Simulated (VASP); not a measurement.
Input of a VASP 6.6.1 run:

File INCAR:

```
SYSTEM = Os
PREC = Accurate
ENCUT = 600
EDIFF = 1E-6
ISMEAR = -1
SIGMA = 0.05
LREAL = .FALSE.
LASPH = .TRUE.
NELM = 120
ALGO = Normal
ISIF = 2
LWAVE = .FALSE.
LCHARG = .TRUE.
LELF = .TRUE.
LVHAR = .TRUE.
NBANDS = 10
GGA_COMPAT = .FALSE.
```

File KPOINTS:

```
regular mesh
0
G
  10 10 10
  0 0 0
```

POSCAR

```
Os
1.0
    0.0000000000      1.9021139362      1.9021139362
    1.9021139362      0.0000000000      1.9021139362
    1.9021139362      1.9021139362      0.0000000000
Os
1
Direct
    0.0000000000      0.0000000000      0.0000000000
```

Potentials or basis: VASP PAW LDA potentials, release 64 (Os).

The run is started by

```bash
$ cat potpaw_LDA.64/Os/POTCAR > POTCAR
$ mpirun -np 1 vasp_std > vasp.out
```

Problem. What does it give for the band gap on the k mesh?

Solution. Zero (bands 4 and 5 overlap by 4.11 eV).

Problem. Predict the pressure.

Solution. 1.3 GPa.

Caveat: spin-orbit coupling is left out, which moves the levels of the heavy elements.
